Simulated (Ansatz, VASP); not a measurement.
# TiAl: VASP beside Ansatz

File INCAR:

```
PREC = Accurate ; ENCUT = 600
EDIFF = 1E-7 ; ISMEAR = -1
SIGMA = 0.05 ; LREAL = F
LASPH = T ; NELM = 100
ALGO = Normal ; ISIF = 3
LWAVE = F ; LCHARG = F
GGA = PE ; IBRION = 2
NSW = 60 ; EDIFFG = -0.01
```

Contents of KPOINTS:

```
Automatic mesh
0
Gamma
  11 11 6
```

File POSCAR:

```
TiAl
1.0
    2.8672622327      0.0000000000      0.0000000000
   -1.4336311163      2.4831219328      0.0000000000
    0.0000000000      0.0000000000      4.6780830000
Ti Al
1 1
Direct
    0.0000000000      0.0000000000      0.0000000000
    0.3333333333      0.6666666667      0.5000000000
```

input.yaml

```yaml
crystal:
  lattice:
    - [2.8672622327, 0.0, 0.0]
    - [-1.4336311163, 2.4831219328, 0.0]
    - [0.0, 0.0, 4.678083]
  atoms:
    - { symbol: Ti, position: [0.0, 0.0, 0.0] }
    - { symbol: Al, position: [0.3333333333, 0.6666666667, 0.5] }
hamiltonian:
  xc: pbe
  pseudopotentials: { kind: paw }
kpoints:
  mp_grid: { grid: [11, 11, 6] }
scf:
  occupations: { method: fermi_dirac, width: 0.05 }
output:
  forces: true
  stress: true
  eigenvalues: true
relax:
  f_tol: 0.01
  max_steps: 40
  cell: { stress_tol: 0.05 }
```

Alike in both runs: task relaxation of cell and atoms; functional PBE; k mesh 11 × 11 × 6; occupations fermi-dirac, width 0.05 eV; no spin polarisation.

|  | VASP | Ansatz |
| --- | --- | --- |
| version | VASP 6.6.1 | Ansatz 0.2.0 |
| potentials or method | VASP PAW PBE potentials, release 64 (Ti_sv, Al) | Ansatz PAW |
| plane-wave cutoff (eV) | 600 | 420 |
| valence electrons in the cell | 15 | 15 |

```tsv
	VASP	Ansatz	Ansatz less VASP
gap on the k mesh at the Fermi level, each at its own relaxed structure (eV)	none	none	-
relaxed volume (Å³/atom)	16.72	16.72	+0.006
relaxed length of the cell vector where the two differ most in proportion (Å)	4.640	4.637	-0.0026
```

A gap of «none» marks a metal or a gap that the smearing closes.

Noted on Ansatz's run: the plane-wave basis is chosen anew once the cell has moved, so the energies of steps on either side of that aren't comparable.
